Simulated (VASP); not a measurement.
Input of a VASP 6.6.1 run:

The input INCAR:

```
  PREC = Accurate
  ENCUT = 520
  EDIFF = 1E-8
  ISMEAR = -1
  SIGMA = 0.05
  LREAL = False
  LASPH = True
  NELM = 60
  ALGO = Normal
  ISIF = 2
  LWAVE = False
  LCHARG = False
  GGA = PS
  LEFG = True
  NBANDS = 20
```

Contents of KPOINTS:

```
Automatic mesh
0
Gamma
  10 10 10
```

Contents of POSCAR:

```
V
1.0
    0.0000000000      2.5635698487      2.5635698487
    2.5635698487      0.0000000000      2.5635698487
    2.5635698487      2.5635698487      0.0000000000
V
2
Direct
   -0.1700000000     -0.1100000000     -0.1100000000
    0.1700000000      0.1100000000      0.1100000000
```

Potentials or basis: VASP PAW PBE potentials, release 64 (V_sv).

The run is started by

```bash
$ cat potpaw_PBE.64/V_sv/POTCAR > POTCAR
$ mpirun -np 1 vasp_std > vasp.out
```

(1) What does it give for the largest force?

(2) What does it give for the band gap on the k mesh?

(3) Estimate the pressure.

Results:

(1) 1.016 eV/Å.

(2) zero (band 13 reaches 7.52 eV, above the bottom of band 14 at 5.86 eV).

(3) 5.3 GPa.

Caveat: the cell differs from its parent crystal (shortest bond scaled by 0.88); without QUAD_EFG the Cq values of the log hold for a quadrupole moment of 1 mb, not for the nuclei; the PAW data sets were made with another functional, which shifts forces and pressure a little.
